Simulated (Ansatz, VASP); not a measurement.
One calculation of Nb, two programs

```xyz
1
Lattice="0.0000 2.0939 2.1150 2.0939 0.0000 2.1150 2.0939 2.0939 0.0000" Properties=species:S:1:pos:R:3 pbc="T T T"
Nb    0.0000    0.0000    0.0000
```

Change from the starting cell: equal xx and yy strain of -1 %.

Alike in both runs: task single point; functional PBE; k mesh 13 × 13 × 13; occupations fermi-dirac, width 0.08 eV; no spin polarisation.

|  | VASP | Ansatz |
| --- | --- | --- |
| version | VASP 6.6.1 | Ansatz 0.2.0 |
| potentials or method | VASP PAW PBE potentials, release 64 (Nb_sv), cutoff 520 eV | all-electron LAPW, scalar-relativistic |

```csv
,VASP,Ansatz,Ansatz less VASP
pressure (GPa),1.9,2.2,+0.31
"traceless stress, the component that is largest in VASP (GPa)",1.82,1.83,+0.016
```

Ansatz ran all-electron here, and VASP with PAW potentials.
